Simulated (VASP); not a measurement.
Wanted: the native input for a VASP 6.6.1 run.

* Task: single point
* Functional: HSE06
* Potentials or basis: VASP PAW PBE potentials, release 64 (Na_pv, H)
* Cutoff: 520 eV
* k mesh: 6 × 6 × 6
* Occupations: gaussian, width 0.01 eV
* Spin: no spin polarisation
* Dipole correction: no
* Grid for exact exchange (PRECFOCK): Normal
* Further INCAR settings: ALGO = Normal; EDIFF = 1e-06; NBANDS = 11
* Share of exact exchange: 0.25
* Screening parameter: 0.2079 1/Å

The system is NaH.

```
Na H
1.0
     0.12597    2.59305    2.59305
     2.59305    0.12597    2.59305
     2.59305    2.59305    0.12597
Na H
1 1
Direct
  0.00517 0.00517 0.00517
  0.24483 0.24483 0.24483
```

This cell differs from its parent crystal: epitaxial 111 strain -5.0%.

The input as run:

POSCAR

```
NaH
1.0
    0.1259739065      2.5930489098      2.5930489098
    2.5930489098      0.1259739065      2.5930489098
    2.5930489098      2.5930489098      0.1259739065
Na H
1 1
Direct
    0.0051743684      0.0051743684      0.0051743684
    0.2448256316      0.2448256316      0.2448256316
```

INCAR.step1

```
SYSTEM = NaH
PREC = Accurate
ENCUT = 520
EDIFF = 1E-5
ISMEAR = 0
SIGMA = 0.01
LREAL = .FALSE.
LASPH = .TRUE.
NELM = 100
ALGO = Normal
ISIF = 2
LWAVE = .TRUE.
LCHARG = .FALSE.
NBANDS = 11
GGA = PE
```

INCAR.step2

```
SYSTEM = NaH
PREC = Accurate
ENCUT = 520
EDIFF = 1E-6
ISMEAR = 0
SIGMA = 0.01
LREAL = .FALSE.
LASPH = .TRUE.
NELM = 100
ALGO = Normal
ISIF = 2
LWAVE = .FALSE.
LCHARG = .FALSE.
GGA = PE
LHFCALC = .TRUE.
HFSCREEN = 0.2079
PRECFOCK = Normal
NBANDS = 11
ISTART = 1
```

KPOINTS

```
regular mesh
0
G
  6 6 6
  0 0 0
```

Potentials or basis: VASP PAW PBE potentials, release 64 (Na_pv, H).

Command:

```console
$ cat potpaw_PBE.64/Na_pv/POTCAR potpaw_PBE.64/H/POTCAR > POTCAR
$ cp INCAR.step1 INCAR
$ mpirun -np 1 vasp_std > vasp.out
$ cp INCAR.step2 INCAR
$ mpirun -np 1 vasp_std > vasp.out
```

It gave:

The pressure is 1.7 GPa and the largest force is 0.009 eV/Å. The band gap on the k mesh is 4.35 eV (least direct gap 5.43 eV).

Caveat: the cell differs from its parent crystal (epitaxial 111 strain -5.0%); the structure was generated, so it needn't be the stable form of NaH; the PAW data sets were made with another functional, which shifts forces and pressure a little.

Run time: 13 min on 1 thread of Intel(R) Xeon(R) Platinum 8488C (Sapphire Rapids), with other jobs on the host, peak memory 0.27 GiB.
